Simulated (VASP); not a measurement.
# Sb (P-1) in VASP: further runs

Sb is run at these levels: r2SCAN, PBEsol; tasks: single point.

All numbers are computed with VASP 6.6.1; they aren't measurements. Logs are shortened: lines on timing, memory, paths and dates and some standing lists are left out, and cuts for length are marked.

## 1. The cell of the first run

The typed cell holds 2 atoms: a = 3.122 Å, b = 4.348 Å, c = 4.406 Å, α = 90.00°, β = 90.51°, γ = 90.00°.

## 2. Single point, r2SCAN

POSCAR reads:

```
Sb
1.0
    3.1224020000      0.0000000000      0.0000000000
    0.0000000000      4.3475180000      0.0000000000
   -0.0389150000      0.0000000000      4.4058520000
Sb
2
Direct
    0.0121760000      0.2614880000      0.2426090000
    1.0015420000      0.7464850000      0.7653540000
```

INCAR.step1 reads:

```
SYSTEM = Sb
PREC = Accurate ; ENCUT = 520
ISMEAR = -1 ; SIGMA = 0.05
LREAL = .FALSE. ; LASPH = .TRUE.
NELM = 100 ; NBANDS = 12
GGA = PE ; ALGO = Normal
EDIFF = 1E-4 ; LWAVE = .TRUE.
LCHARG = .FALSE.
```

INCAR.step2 reads:

```
SYSTEM = Sb
PREC = Accurate ; ENCUT = 520
EDIFF = 1E-6 ; ISMEAR = -1
SIGMA = 0.05 ; LREAL = .FALSE.
LASPH = .TRUE. ; NELM = 100
ALGO = Normal ; ISIF = 2
LWAVE = .FALSE. ; LCHARG = .FALSE.
METAGGA = R2SCAN ; LMIXTAU = .TRUE.
NBANDS = 12 ; ISTART = 1
```

KPOINTS reads:

```
regular mesh
0
G
  6 5 5
  0 0 0
```

Potentials or basis: VASP PAW PBE potentials, release 64 (Sb).

On the command line:

```sh
$ cat potpaw_PBE.64/Sb/POTCAR > POTCAR
$ cp INCAR.step1 INCAR
$ mpirun -np 1 vasp_std > vasp.out
$ cp INCAR.step2 INCAR
$ mpirun -np 1 vasp_std > vasp.out
```

OUTCAR:

```text
SYSTEM = Sb
   PREC = Accurate
   ENCUT = 520
   EDIFF = 1E-6
   ISMEAR = -1
   LREAL = .FALSE.
   LASPH = .TRUE.
   NELM = 100
   ISIF = 2
   METAGGA = R2SCAN
   ISTART = 1

 ion  position               nearest neighbor table
   1  0.012  0.261  0.243-   2 2.98   2 3.07   2 3.12   2 3.21
   2  0.002  0.746  0.765-   1 2.98   1 3.07   1 3.12   1 3.21

  LATTYP: Found a simple monoclinic cell.
 ALAT       =     3.1224020000
 B/A-ratio  =     1.3923633152
 C/A-ratio  =     1.4111007668
 COS(beta)  =    -0.0088322263

  Lattice vectors:

 A1 = (   3.1224020000,   0.0000000000,   0.0000000000)
 A2 = (   0.0000000000,   4.3475180000,   0.0000000000)
 A3 = (  -0.0389150000,   0.0000000000,   4.4058520000)

Analysis of symmetry for initial positions (statically):
=====================================================================
 Subroutine PRICEL returns:
 Original cell was already a primitive cell.

 Routine SETGRP: Setting up the symmetry group for a
 simple monoclinic supercell.

 Subroutine GETGRP returns: Found  2 space group operations
 (whereof  1 operations were pure point group operations)
 out of a pool of  4 trial point group operations.

The static configuration has the point symmetry C_1 .
 The point group associated with its full space group is S_2 .

Analysis of symmetry for dynamics (positions and initial velocities):
=====================================================================
 Subroutine PRICEL returns:
 Original cell was already a primitive cell.

 Routine SETGRP: Setting up the symmetry group for a
 simple monoclinic supercell.

 Subroutine GETGRP returns: Found  2 space group operations
 (whereof  1 operations were pure point group operations)
 out of a pool of  4 trial point group operations.

The dynamic configuration has the point symmetry C_1 .
 The point group associated with its full space group is S_2 .

 Subroutine INISYM returns: Found  2 space group operations
 (whereof  1 operations are pure point group operations),
 and found     1 'primitive' translations

----------------------------------------------------------------------------------------

                                     Primitive cell

  volume of cell :      59.8081

  direct lattice vectors                    reciprocal lattice vectors
     3.122402000  0.000000000  0.000000000     0.320266257  0.000000000  0.002828774
     0.000000000  4.347518000  0.000000000     0.000000000  0.230016299  0.000000000
    -0.038915000  0.000000000  4.405852000     0.000000000  0.000000000  0.226970856

  length of vectors
     3.122402000  4.347518000  4.406023856     0.320278749  0.230016299  0.226970856

  position of ions in fractional coordinates (direct lattice)
     0.012176000  0.261488000  0.242609000
     0.001542000  0.746485000  0.765354000

  ion indices of the primitive-cell ions
   primitive index   ion index
                 1           1
                 2           2

----------------------------------------------------------------------------------------

 KPOINTS: regular mesh

Automatic generation of k-mesh.
 Grid dimensions read from file:
 generate k-points for:    6    5    5

 Generating k-lattice:

  Cartesian coordinates                     Fractional coordinates (reciprocal lattice)
     0.053377709  0.000000000  0.000471462     0.166666667  0.000000000  0.000000000
     0.000000000  0.046003260  0.000000000     0.000000000  0.200000000  0.000000000
     0.000000000  0.000000000  0.045394171     0.000000000  0.000000000  0.200000000

  Length of vectors
     0.053379791  0.046003260  0.045394171

  Shift w.r.t. Gamma in fractional coordinates (k-lattice)
     0.000000000  0.000000000  0.000000000

 Subroutine IBZKPT returns following result:
 ===========================================

 Found     76 irreducible k-points:

 Following reciprocal coordinates:
            Coordinates               Weight
  0.000000  0.000000  0.000000      1.000000
  0.166667  0.000000  0.000000      2.000000
  0.333333  0.000000  0.000000      2.000000
  0.500000  0.000000  0.000000      1.000000
  0.000000  0.200000  0.000000      2.000000
  0.166667  0.200000  0.000000      2.000000
[... 16 lines left out ...]
  0.000000  0.200000  0.200000      2.000000
  0.000000  0.200000 -0.200000      2.000000
 [... further k-points ...]
   k-points           NKPTS =     76   k-points in BZ     NKDIM =     76   number of bands    NBANDS=     12
   number of dos      NEDOS =    301   number of ions     NIONS =      2
   total plane-waves  NPLWV =  27648
   dimension x,y,z NGX =    24 NGY =   32 NGZ =   36
   dimension x,y,z NGXF=    48 NGYF=   64 NGZF=   72
   ions per type =               2
   NGX,Y,Z   is equivalent  to a cutoff of  12.78, 12.24, 13.58 a.u.
   NGXF,Y,Z  is equivalent  to a cutoff of  25.56, 24.47, 27.17 a.u.
 SYSTEM =  Sb
   PREC   = accura    normal or accurate (medium, high low for compatibility)
   ISTART =      1    job   : 0-new  1-cont  2-samecut
   ICHARG =      0    charge: 1-file 2-atom 10-const
   ISPIN  =      1    spin polarized calculation?
   LNONCOLLINEAR =      F non collinear calculations
   LSORBIT =      F    spin-orbit coupling
   LASPH  =      T    aspherical Exc in radial PAW
   ENCUT  =  520.0 eV  38.22 Ry    6.18 a.u.   5.81  8.08  8.19*2*pi/ulx,y,z
   NELM   =    100;   NELMIN=  2; NELMDL=  0     # of ELM steps
   EDIFF  = 0.1E-05   stopping-criterion for ELM
   LREAL  =      F    real-space projection
   EDIFFG = 0.1E-04   stopping-criterion for IOM
   NSW    =      0    number of steps for IOM
   IBRION =     -1    ionic relax: 0-MD 1-quasi-New 2-CG
   NFREE  =      0    steps in history (QN), initial steepest desc. (CG)
   ISIF   =      2    stress and relaxation
   ISYM   =      2    0-nonsym 1-usesym 2-fastsym
   POTIM  = 0.5000    time-step for ionic-motion
   TEBEG  =    0.0;   TEEND  =   0.0 temperature during run
   PSTRESS=    0.0 pullay stress
   NELECT =      10.0000    total number of electrons
   NUPDOWN=      -1.0000    fix difference up-down
   EMIN   =  10.00;   EMAX   =-10.00  energy-range for DOS
   EFERMI =   0.00;   METHOD = LEGACY
   ISMEAR =    -1;   SIGMA  =   0.05  broadening in eV -4-tet -1-fermi 0-gaus
   EFERMI_NEDOS =   21; number of points for ismear=-14 and -15
   IALGO  =     38    algorithm
   IMIX   =      4    mixing-type and parameters
     AMIX     =   0.40;   BMIX     =  1.00
     AMIX_MAG =   1.60;   BMIX_MAG =  1.00
  volume/ion in A,a.u.               =      29.90       201.80
  Fermi-wavevector in a.u.,A,eV,Ry     =   0.901893  1.704330 11.067117  0.813410
  Thomas-Fermi vector in A             =   2.025029
   LORBIT       =      0    0 simple, 1 ext, 2 COOP (PROOUT), +10 PAW based schemes
   METAGGA = R2SCAN    functional components
   LHFCALC =     F    Hartree Fock is set to
   AEXX    =    0.0000 exact exchange contribution
   IVDW    =     0    specifies the selected vdW correction
   LEPSILON=     F    determine dielectric tensor
   LRPA    =     F    only Hartree local field effects (RPA)
 non-spin polarized calculation
  energy-cutoff  :      520.00
  volume of cell :       59.81
 maximum number of plane-waves:      1648
   NGX = 11   NGY = 17   NGZ = 17

 number of electron      10.0000000 magnetization

 Free energy of the ion-electron system (eV)
  ---------------------------------------------------
  ext. energy  EPLUGINS =         0.00000000
  ---------------------------------------------------
  free energy    TOTEN  =       -51.28505204 eV

  energy without entropy =      -51.27199804  energy(sigma->0) =      -51.27852504

 E-fermi :   7.1149     XC(G=0): -10.0893

 val. band max:        7.0996988410   @ k =   0.1667   0.0000   0.4000
 cond. band min:       7.1259115752   @ k =   0.3333   0.2000   0.0000
 fundamental gap:      0.0262127341
 Fermi energy:         7.1148830404

 k-point     1 :       0.0000    0.0000    0.0000
  band No.  band energies     occupation
      1      -5.9469      2.00000
      2      -0.5004      2.00000
      3       3.2110      2.00000
      4       3.3493      2.00000
      5       9.3303      0.00000
      6      10.2703      0.00000
      7      10.5736      0.00000
      8      10.7882      0.00000
      9      14.1580      0.00000
     10      14.3676      0.00000
     11      14.6950      0.00000
     12      16.1463      0.00000

 k-point     2 :       0.1667    0.0000    0.0000
  band No.  band energies     occupation
      1      -5.5352      2.00000
      2      -0.0630      2.00000
      3       3.5820      2.00000
      4       3.7208      2.00000
      5       6.9406      1.94058
      6       9.7178      0.00000
      7      10.9675      0.00000
      8      11.1819      0.00000
      9      11.6985      0.00000
     10      14.6910      0.00000
     11      15.7770      0.00000
     12      16.7907      0.00000

 k-point     3 :       0.3333    0.0000    0.0000
  band No.  band energies     occupation
      1      -4.4065      2.00000
      2       1.2170      2.00000
      3       3.0733      2.00000
      4       4.5077      2.00000
      5       4.6437      2.00000
      6       7.6598      0.00004
      7      10.8051      0.00000
      8      11.9661      0.00000
      9      12.1943      0.00000
     10      13.5557      0.00000
     11      13.7094      0.00000
     12      15.5974      0.00000
[... 286 lines left out ...]
 k-point    23 :       0.0000    0.2000    0.2000
  band No.  band energies     occupation
      1      -5.3446      2.00000
      2      -1.9370      2.00000
      3       2.3275      2.00000
      4       6.1105      2.00000
      5       6.3150      2.00000
      6      10.8496      0.00000
      7      11.1664      0.00000
      8      11.6662      0.00000
      9      13.6999      0.00000
     10      14.7127      0.00000
     11      15.8953      0.00000
     12      18.6523      0.00000

 k-point    24 :       0.0000    0.2000   -0.2000
  band No.  band energies     occupation
      1      -5.3441      2.00000
      2      -1.9424      2.00000
      3       2.3544      2.00000
      4       5.8520      2.00000
      5       6.5821      1.99995
      6      10.8483      0.00000
      7      10.9150      0.00000
      8      11.9092      0.00000
      9      13.6965      0.00000
     10      14.7115      0.00000
     11      15.8811      0.00000
     12      18.6444      0.00000

 [... further k-points ...]

------------------------ aborting loop because EDIFF is reached ----------------------------------------

  FORCE on cell =-STRESS in cart. coord.  units (eV):
  Direction    XX          YY          ZZ          XY          YZ          ZX
  --------------------------------------------------------------------------------------
  -------------------------------------------------------------------------------------
  Total       -1.7535736      0.5075541      0.6896271      0.0029321     -0.1272855      0.0029245
  in kB      -46.9758305     13.5966793     18.4741647      0.0785481     -3.4098051      0.0783427
  external PRESSURE =      -4.9683288 kB  Pullay stress =       0.0000000 kB

 VOLUME and BASIS-vectors are now :
 -----------------------------------------------------------------------------
  energy-cutoff  :      520.00
  volume of cell :       59.81
      direct lattice vectors                 reciprocal lattice vectors
     3.122402000  0.000000000  0.000000000     0.320266257  0.000000000  0.002828774
     0.000000000  4.347518000  0.000000000     0.000000000  0.230016299  0.000000000
    -0.038915000  0.000000000  4.405852000     0.000000000  0.000000000  0.226970856

 POSITION                                       TOTAL-FORCE (eV/Angst)
 -----------------------------------------------------------------------------------
      0.02858      1.13682      1.06890        -0.019982     -0.190029      0.244056
     -0.02497      3.24536      3.37204         0.019982      0.190029     -0.244056
 -----------------------------------------------------------------------------------
    total drift:                               -0.000000      0.000001      0.000001

  FREE ENERGIE OF THE ION-ELECTRON SYSTEM (eV)
  ---------------------------------------------------
  free  energy   TOTEN  =       -51.2850520381 eV

  energy  without entropy=      -51.2719980430  energy(sigma->0) =      -51.27852504
```

Wall time 89 s (1 thread of Intel Xeon 6975P-C (Granite Rapids), shared host); peak memory 0.2 GiB.

Results:

```
Free energy            : -51.2851 eV
Pressure               : -0.5 GPa
Largest force          : 0.310 eV/Å
Band gap on the k mesh : zero (band 5 reaches 11.17 eV, above the bottom of band 6 at 4.13 eV)
```

Forces in eV/Å, atoms in the order of the input:
```
Sb  -0.020 -0.190  0.244
Sb   0.020  0.190 -0.244
```

Caveat: the PAW data sets were made with another functional, which shifts forces and pressure a little; spin-orbit coupling is left out, which moves the levels of the heavy elements.

## 3. Single point, r2SCAN

POSCAR is that of step 2.

INCAR.step1 reads:

```
PREC     = Accurate       # precision mode
ENCUT    = 520            # plane-wave cutoff, eV
ISMEAR   = -1             # smearing method
SIGMA    = 0.05           # smearing width, eV
LREAL    = False          # projectors in reciprocal space
LASPH    = True           # aspherical terms in the spheres
NELM     = 100            # most SCF steps
NBANDS   = 12             # bands
GGA      = PE             # functional
ALGO     = Normal         # electronic algorithm
EDIFF    = 1E-4           # SCF threshold, eV
LWAVE    = True           # write WAVECAR
LCHARG   = False          # write CHGCAR
```

INCAR.step2 reads:

```
PREC     = Accurate       # precision mode
ENCUT    = 520            # plane-wave cutoff, eV
EDIFF    = 1E-7           # SCF threshold, eV
ISMEAR   = -1             # smearing method
SIGMA    = 0.05           # smearing width, eV
LREAL    = False          # projectors in reciprocal space
LASPH    = True           # aspherical terms in the spheres
NELM     = 100            # most SCF steps
ALGO     = Normal         # electronic algorithm
ISIF     = 2              # what is computed and relaxed
LWAVE    = False          # write WAVECAR
LCHARG   = False          # write CHGCAR
METAGGA  = R2SCAN         # meta-GGA
LMIXTAU  = True         
NBANDS   = 12             # bands
ISTART   = 1
```

KPOINTS reads:

```
regular mesh
0
Gamma
  6 5 5
```

Potentials or basis: VASP PAW PBE potentials, release 64 (Sb).

On the command line:

```sh
$ cat potpaw_PBE.64/Sb/POTCAR > POTCAR
$ cp INCAR.step1 INCAR
$ mpirun -np 1 vasp_std > vasp.out
$ cp INCAR.step2 INCAR
$ mpirun -np 1 vasp_std > vasp.out
```

Wall time 2 min (1 thread of Intel Xeon 6975P-C (Granite Rapids), shared host); peak memory 0.2 GiB.

Results (log left out):

```
Free energy            : -51.2851 eV
Pressure               : -0.5 GPa
Largest force          : 0.310 eV/Å
Band gap on the k mesh : zero (band 5 reaches 11.17 eV, above the bottom of band 6 at 4.13 eV)
```

Forces in eV/Å, atoms in the order of the input:
```
Sb  -0.020 -0.190  0.244
Sb   0.020  0.190 -0.244
```

Stress tensor (GPa, compression positive):
```
-4.69  0.01  0.01
 0.01  1.37 -0.34
 0.01 -0.34  1.86
```

Levels at points of the mesh, in eV from the Fermi level:
```tsv
k point	band 2	band 3	band 4	band 5	band 6	band 7	band 8	band 9
(0.00, 0.00, 0.00)	-7.62	-3.90	-3.77	2.22	3.16	3.46	3.67	7.04
(0.50, 0.00, 0.00)	-5.95	-4.54	-2.00	-1.85	-1.79	4.67	5.05	5.18
```

Caveat: the PAW data sets were made with another functional, which shifts forces and pressure a little; spin-orbit coupling is left out, which moves the levels of the heavy elements.

## 4. Single point, PBEsol

INCAR reads:

```
SYSTEM = Sb
  ALGO = Normal
  EDIFF = 1E-7
  ENCUT = 520
  GGA = PS
  ISIF = 2
  ISMEAR = 0
  LASPH = .TRUE.
  LCHARG = .TRUE.
  LELF = .TRUE.
  LREAL = .FALSE.
  LVHAR = .TRUE.
  LWAVE = .FALSE.
  NBANDS = 12
  NELM = 60
  PREC = Accurate
  SIGMA = 0.05
```

KPOINTS reads:

```
k-points
0
G
  8 6 6
  0 0 0
```

POSCAR is that of step 3.

On the command line:

```sh
$ cat potpaw_PBE.64/Sb/POTCAR > POTCAR
$ mpirun -np 1 vasp_std > vasp.out
```

It took 47 s on 1 thread of Intel Xeon 6975P-C (Granite Rapids), shared host; peak memory 0.23 GiB.

Results (log left out):

```yaml
Free_energy: -9.0268 eV
Pressure: -1.9 GPa
Largest_force: 0.052 eV/Å
Band_gap_on_the_k_mesh: zero (band 5 reaches 12.04 eV, above the bottom of band 6 at 3.51 eV)
```

Forces on the atoms (eV/Å):
```
Sb  -0.012 -0.018  0.047
Sb   0.012  0.018 -0.047
```

Stress tensor (GPa, compression positive):
```
-1.13  0.01  0.14
 0.01 -2.03 -0.10
 0.14 -0.10 -2.43
```

Levels at points of the mesh, in eV from the Fermi level:
```tsv
k point	band 2	band 3	band 4	band 5	band 6	band 7	band 8	band 9
(0.00, 0.00, 0.00)	-7.40	-3.68	-3.54	1.88	2.98	3.26	3.42	6.74
(0.50, 0.00, 0.00)	-5.66	-4.64	-1.82	-1.68	-1.57	4.33	4.68	4.82
(0.00, 0.50, 0.00)	-10.52	-1.74	-1.43	-0.90	-0.89	4.54	4.84	7.95
(0.50, 0.50, 0.00)	-8.12	-4.12	-3.86	0.18	0.60	1.42	1.46	5.30
(0.00, 0.00, 0.50)	-10.45	-1.71	-1.18	-0.84	-0.78	4.43	4.90	7.67
(0.50, 0.00, 0.50)	-8.05	-4.21	-3.82	0.18	0.87	1.48	1.56	5.35
(0.00, 0.50, 0.50)	-10.01	-5.68	-5.65	4.99	5.04	5.28	5.32	8.86
(0.50, 0.50, 0.50)	-7.53	-3.70	-3.66	-3.57	-3.54	2.03	2.05	7.24
```

Caveat: the PAW data sets were made with another functional, which shifts forces and pressure a little; spin-orbit coupling is left out, which moves the levels of the heavy elements.
